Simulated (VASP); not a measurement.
# BeTe (F-43m) in VASP: further runs, part 2 of 2

VASP 6.6.1. Earlier steps stand in the parts before.

### Step 6. Single point, r2SCAN (volume changed by +3%)

File POSCAR:

```
BeTe
1.0
    0.0000000000      2.8566308681      2.8566308681
    2.8566308681      0.0000000000      2.8566308681
    2.8566308681      2.8566308681      0.0000000000
Be Te
1 1
Direct
    0.0000000000      0.0000000000      0.0000000000
    0.2500000000      0.2500000000      0.2500000000
```

File INCAR.step1:

```
PREC = Accurate
ENCUT = 520
ISMEAR = 0
SIGMA = 0.01
LREAL = F
LASPH = T
NELM = 80
NBANDS = 11
GGA = PE
ALGO = Normal
EDIFF = 1E-4
LWAVE = T
LCHARG = F
```

File INCAR.step2:

```
PREC = Accurate
ENCUT = 520
EDIFF = 1E-6
ISMEAR = 0
SIGMA = 0.01
LREAL = F
LASPH = T
NELM = 80
ALGO = Normal
ISIF = 2
LWAVE = F
LCHARG = T
METAGGA = R2SCAN
LMIXTAU = T
LELF = T
LVHAR = T
NBANDS = 11
ISTART = 1
```

File KPOINTS:

```
regular mesh
0
Gamma
  6 6 6
```

Potentials or basis: VASP PAW PBE potentials, release 64 (Be, Te).

The run is started by

```console
cat potpaw_PBE.64/Be/POTCAR potpaw_PBE.64/Te/POTCAR > POTCAR
cp INCAR.step1 INCAR
mpirun -np 1 vasp_std > vasp.out
cp INCAR.step2 INCAR
mpirun -np 1 vasp_std > vasp.out
```

OUTCAR:

```text
PREC = Accurate
   ENCUT = 520
   EDIFF = 1E-6
   ISMEAR = 0
   LREAL = F
   LASPH = T
   NELM = 80
   ISIF = 2
   METAGGA = R2SCAN
   ISTART = 1

 ion  position               nearest neighbor table
   1  0.000  0.000  0.000-   2 2.47   2 2.47   2 2.47   2 2.47
   2  0.250  0.250  0.250-   1 2.47   1 2.47   1 2.47   1 2.47

  LATTYP: Found a face centered cubic cell.
 ALAT       =     5.7132617362

  Lattice vectors:
[... 398 lines left out ...]
     10      16.8324      0.00000
     11      17.9185      0.00000

------------------------ aborting loop because EDIFF is reached ----------------------------------------

  FORCE on cell =-STRESS in cart. coord.  units (eV):
  Direction    XX          YY          ZZ          XY          YZ          ZX
  --------------------------------------------------------------------------------------
  -------------------------------------------------------------------------------------
  Total       -0.4330592     -0.4330592     -0.4330592     -0.0000000     -0.0000000      0.0000000
  in kB      -14.8821442    -14.8821442    -14.8821442     -0.0000000     -0.0000000      0.0000000
  external PRESSURE =     -14.8821442 kB  Pullay stress =       0.0000000 kB

 VOLUME and BASIS-vectors are now :
 -----------------------------------------------------------------------------
  energy-cutoff  :      520.00
  volume of cell :       46.62
      direct lattice vectors                 reciprocal lattice vectors
     0.000000000  2.856630868  2.856630868    -0.175031365  0.175031365  0.175031365
     2.856630868  0.000000000  2.856630868     0.175031365 -0.175031365  0.175031365
     2.856630868  2.856630868  0.000000000     0.175031365  0.175031365 -0.175031365

 POSITION                                       TOTAL-FORCE (eV/Angst)
 -----------------------------------------------------------------------------------
      0.00000      0.00000      0.00000        -0.000000     -0.000000     -0.000000
      1.42832      1.42832      1.42832         0.000000      0.000000      0.000000
 -----------------------------------------------------------------------------------
    total drift:                                0.000000      0.000000      0.000000

  FREE ENERGIE OF THE ION-ELECTRON SYSTEM (eV)
  ---------------------------------------------------
  free  energy   TOTEN  =       -30.6744397073 eV

  energy  without entropy=      -30.6744397073  energy(sigma->0) =      -30.67443971
```

OUTCAR.step1:

```text
PREC = Accurate
   ENCUT = 520
   ISMEAR = 0
   LREAL = F
   LASPH = T
[... 433 lines left out ...]
 -----------------------------------------------------------------------------------
      0.00000      0.00000      0.00000         0.000000      0.000000      0.000000
      1.42832      1.42832      1.42832        -0.000000     -0.000000     -0.000000
 -----------------------------------------------------------------------------------
    total drift:                                0.000000      0.000000      0.000000

  FREE ENERGIE OF THE ION-ELECTRON SYSTEM (eV)
  ---------------------------------------------------
  free  energy   TOTEN  =        -7.6147439875 eV

  energy  without entropy=       -7.6147439875  energy(sigma->0) =       -7.61474399
```

OSZICAR.step1:

```text
N       E                     dE             d eps       ncg     rms          rms(c)
DAV:   1     0.182617445640E+02    0.18262E+02   -0.31449E+03   352   0.571E+02
DAV:   2    -0.649036330083E+01   -0.24752E+02   -0.22888E+02   428   0.878E+01
DAV:   3    -0.770319345214E+01   -0.12128E+01   -0.12094E+01   462   0.212E+01
DAV:   4    -0.771678824509E+01   -0.13595E-01   -0.13594E-01   420   0.241E+00
DAV:   5    -0.771709913046E+01   -0.31089E-03   -0.31088E-03   458   0.362E-01    0.385E+00
DAV:   6    -0.763823392785E+01    0.78865E-01   -0.87901E-02   406   0.118E+00    0.233E+00
DAV:   7    -0.761365130580E+01    0.24583E-01   -0.84899E-02   403   0.128E+00    0.404E-01
DAV:   8    -0.761443286070E+01   -0.78155E-03   -0.53391E-03   394   0.415E-01    0.687E-02
DAV:   9    -0.761468359308E+01   -0.25073E-03   -0.30363E-04   419   0.102E-01    0.260E-02
DAV:  10    -0.761474398749E+01   -0.60394E-04   -0.73593E-05   394   0.436E-02
   1 F= -.76147440E+01 E0= -.76147440E+01  d E =-.440495E-25
```

Wall time 49 s (1 thread of AMD EPYC 7R43 (Zen 3), shared host); peak memory 0.13 GiB.

Results:

* Free energy: -30.6744 eV
* Pressure: -1.5 GPa
* Band gap on the k mesh: 2.44 eV, indirect (least direct gap 4.06 eV)

Caveat: the PAW data sets were made with another functional, which shifts forces and pressure a little; spin-orbit coupling is left out, which moves the levels of the heavy elements. A k mesh can miss the band edges.

### Step 7. The runs side by side

```tsv
level	cell	k mesh	gap on the mesh (eV)	pressure (GPa)
r2SCAN	a = 3.919 Å, angles 60.0°, 2 atoms	6 × 6 × 6	2.21	4.4
r2SCAN	a = 3.960 Å, angles 60.0°, 2 atoms	6 × 6 × 6	2.29	2.2
PBE	a = 4.000 Å, angles 60.0°, 2 atoms	8 × 8 × 8	2.01	0.3
r2SCAN	a = 4.000 Å, angles 60.0°, 2 atoms	6 × 6 × 6	2.37	0.2
r2SCAN	a = 4.040 Å, angles 60.0°, 2 atoms	6 × 6 × 6	2.44	-1.5
```

Alike in all rows: task single point; potentials or basis VASP PAW PBE potentials, release 64 (Be, Te); no spin polarisation; cutoff (eV) 520; smearing gaussian 0.01 eV.

Caveats: spin-orbit coupling is left out, which moves the levels of the heavy elements; the PAW data sets were made with another functional, which shifts forces and pressure a little (some runs).

Total energies depend on the potentials used, so only differences within one code and one set of settings carry meaning.
